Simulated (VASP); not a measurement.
Write the native input for VASP 6.6.1 that does the following.

```
Task                   : single point
Functional             : PBE
Potentials or basis    : VASP PAW PBE potentials, release 64 (Fe, Pt)
Cutoff                 : 520 eV
k mesh                 : 6 × 6 × 1
Occupations            : gaussian, width 0.1 eV
Spin                   : collinear spin, ferromagnetic start
Starting moments       : [4.0, 4.0, 4.0, 4.0, 4.0, 4.0, 4.0, 4.0, 0.0, 0.0] μB
Dipole correction      : no
Further INCAR settings : ALGO = Normal; EDIFF = 1e-07; NBANDS = 57
```

The structure of Fe4Pt lies in POSCAR:

```
Fe4Pt
1.0
    2.5403695400      0.0000000000      0.0000000000
   -1.2701847700      2.2000245600      0.0000000000
    0.0000000000      0.0000000000     21.9800772300
Fe Pt
8 2
Direct
    0.6666666700      0.3333333300      0.1500000000
    0.6666666700      0.3333333300      0.3500000000
    0.6666666700      0.3333333300      0.5500000000
    0.6666666700      0.3333333300      0.9500000000
    0.3333333300      0.6666666700      0.0500000000
    0.3333333300      0.6666666700      0.4500000000
    0.3333333300      0.6666666700      0.6500000000
    0.3333333300      0.6666666700      0.8500000000
    0.6666666700      0.3333333300      0.7500000000
    0.3333333300      0.6666666700      0.2500000000
```

One way to write it, as run:

INCAR

```
SYSTEM = Fe4Pt
  PREC = Accurate
  ENCUT = 520
  EDIFF = 1E-7
  ISMEAR = 0
  SIGMA = 0.1
  LREAL = .False.
  LASPH = .True.
  NELM = 150
  ALGO = Normal
  ISIF = 2
  LWAVE = .False.
  LCHARG = .True.
  ISPIN = 2
  MAGMOM = 4 4 4 4 4 4 4 4 0 0
  LORBIT = 11
  LMAXMIX = 4
  GGA = PE
  LELF = .True.
  LVHAR = .True.
  NBANDS = 57
```

KPOINTS

```
regular mesh
0
Gamma
  6 6 1
  0 0 0
```

Potentials or basis: VASP PAW PBE potentials, release 64 (Fe, Pt).

Run with:

```console
$ cat potpaw_PBE.64/Fe/POTCAR potpaw_PBE.64/Pt/POTCAR > POTCAR
$ mpirun -np 1 vasp_std > vasp.out
```

Results of the run:

The pressure is 15.8 GPa. The largest force is 0.776 eV/Å. The net moment is 21.71 μB per cell, the site moments are Fe +2.66, +2.63; Pt +0.21 μB and the valence electrons inside the program's atomic spheres are Fe 7.17, 7.12; Pt 9.86.

Caveat: the k points lie up to 0.48 Å⁻¹ apart.

Run time: 4.3 min on 1 thread of Intel(R) Xeon(R) Platinum 8488C (Sapphire Rapids), on a shared host, peak memory 0.33 GiB.
